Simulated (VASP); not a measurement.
The system is TaN.

```
Ta N
1.0
     0.00000    2.17900    2.17900
     2.17900    0.00000    2.17900
     2.17900    2.17900    0.00000
Ta N
1 1
Direct
  0.50000 0.50000 0.50000
  0.00000 0.00000 0.00000
```

Base run:

```yaml
Program: VASP 6.6.1
Functional: PBE
Potentials_or_basis: VASP PAW PBE potentials, release 64 (Ta_pv, N)
Cutoff: 600 eV
k_mesh: 8 × 8 × 8
Occupations: methfessel-paxton, width 0.05 eV
Spin: no spin polarisation
```

Its results: band gap on the k mesh zero (band 8 reaches 11.85 eV, above the bottom of band 9 at 7.68 eV); pressure 15.6 GPa.

Question: The run is repeated on the same cell with these changes: k mesh from 8 × 8 × 8 to 5 × 5 × 5. What comes out?

Answer: Band gap on the k mesh zero (band 8 reaches 10.84 eV, above the bottom of band 9 at 7.68 eV); pressure 14.8 GPa.

Caveats: some runs use coarse meshes; spin-orbit coupling is left out, which moves the levels of the heavy elements.
